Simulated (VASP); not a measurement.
Input of a VASP 6.6.1 run:

INCAR

```
PREC = Accurate
ENCUT = 600
EDIFF = 1E-7
ISMEAR = -1
SIGMA = 0.05
LREAL = F
LASPH = T
NELM = 100
ALGO = Normal
ISIF = 3
LWAVE = F
LCHARG = F
GGA = PE
IBRION = 2
NSW = 32
EDIFFG = -0.005
PSTRESS = 270.0
```

File KPOINTS:

```
regular mesh
0
Gamma
  13 13 13
```

The input POSCAR:

```
CdSe
1.0
    3.2692792391      0.0000000000      0.0000000000
    0.0000000000      3.2692792391      0.0000000000
    0.0000000000      0.0000000000      3.2692792391
Cd Se
1 1
Direct
    0.0000000000      0.0000000000      0.0000000000
    0.5000000000      0.5000000000      0.5000000000
```

Potentials or basis: VASP PAW PBE potentials, release 64 (Cd, Se).

Launch:

```sh
$ cat potpaw_PBE.64/Cd/POTCAR potpaw_PBE.64/Se/POTCAR > POTCAR
$ mpirun -np 1 vasp_std > vasp.out
```

Task: What does it give for the relaxed volume?

Result: 17.56 Å³/atom.

Task: What does it give for the band gap on the k mesh?

Result: Zero (band 9 reaches 6.10 eV, above the bottom of band 10 at 4.80 eV).

Task: What does it give for the relaxed cell?

Result: a = 3.275 Å, b = 3.275 Å, c = 3.275 Å, α = 90.00°, β = 90.00°, γ = 90.00°.

Task: Estimate the space group after relaxing (to 0.05 Å).

Result: Pm-3m (No. 221).

Final structure:
```
Cd Se
1.0
     3.27458    0.00000    0.00000
     0.00000    3.27458    0.00000
     0.00000    0.00000    3.27458
Cd Se
1 1
Direct
  0.00000 0.00000 0.00000
  0.50000 0.50000 0.50000
```

Caveat: the cell is relaxed towards a set pressure, so the enthalpy falls and the energy may rise.
